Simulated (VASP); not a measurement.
## KF: single point with LDA

KF:

```
K F
1.0
     0.00000    2.58172    2.77535
     2.76244    0.00000    2.77535
     2.76244    2.58172    0.00000
K F
1 1
Direct
  0.00000 0.00000 0.00000
  0.50000 0.50000 0.50000
```

This cell differs from its parent crystal: normal strain along x +0.0700, normal strain along z +0.0750.

| Property | Result |
| --- | --- |
| Program | VASP 6.6.1 |
| Task | single point |
| Functional | LDA |
| Potentials or basis | VASP PAW LDA potentials, release 64 (K_sv, F) |
| Cutoff | 520 eV |
| k mesh | 8 × 8 × 8 |
| Occupations | gaussian, width 0.05 eV |
| Spin | no spin polarisation |

The pressure is -3.9 GPa. The band gap on the k mesh is 5.51 eV, direct.

Stress tensor (GPa, compression positive):
```
-4.77  0.00  0.00
 0.00 -1.94  0.00
 0.00  0.00 -4.87
```

Levels at points of the mesh, in eV from the valence-band top:
| k point | band 6 | band 7 | band 8 | band 9 | band 10 | band 11 |
| --- | --- | --- | --- | --- | --- | --- |
| (0.00, 0.00, 0.00) | -0.11 | -0.11 | 0.00 | 5.51 | 10.22 | 10.25 |
| (0.50, 0.00, 0.00) | -0.89 | -0.43 | -0.41 | 8.54 | 9.86 | 11.51 |
| (0.50, 0.50, 0.00) | -0.37 | -0.17 | -0.05 | 7.92 | 9.81 | 10.80 |
| (0.50, 0.00, 0.50) | -0.19 | -0.18 | -0.18 | 7.63 | 9.92 | 11.45 |
| (0.00, 0.50, 0.50) | -0.36 | -0.17 | -0.05 | 7.90 | 9.80 | 10.84 |

It took 32 s on 1 thread of AMD EPYC 9R45 96-Core Processor (Zen 5) (shared host), peak memory 0.15 GiB.

Caveat: the cell differs from its parent crystal (normal strain along x +0.0700, normal strain along z +0.0750). A k mesh can miss the band edges.
